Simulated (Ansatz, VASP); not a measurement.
## Si: VASP beside Ansatz

```
Si
1.0
     2.53230    0.00000    0.00000
    -1.26615    2.19303    0.00000
     0.00000    0.00000    4.39361
Si
2
Direct
  0.33333 0.66667 0.25000
  0.66667 0.33333 0.75000
```

Change from the starting cell: strain -0.050 along x and y, -0.025 along z, atoms carried along.

Alike in both runs: task single point; functional LDA; k mesh 21 × 21 × 10; occupations gaussian, width 0.15 eV; no spin polarisation.

```csv
,VASP,Ansatz
version,VASP 6.6.1,Ansatz 0.2.0
potentials or method,"VASP PAW LDA potentials, release 64 (Si), cutoff 520 eV","scalar-relativistic, plane waves, PAW"
valence electrons in the cell,8,8
```

```csv
,VASP,Ansatz,Ansatz less VASP
gap on the k mesh at the Fermi level (eV),none,none,-
pressure (GPa),15.4,15.3,-0.13
"traceless stress, the component that is largest in VASP (GPa)",-2.39,-2.40,-0.016
```

LDA's correlation is that of Perdew and Zunger in VASP and of Perdew and Wang (1992) in Ansatz. A gap of «none» marks a metal or a gap that the smearing closes.
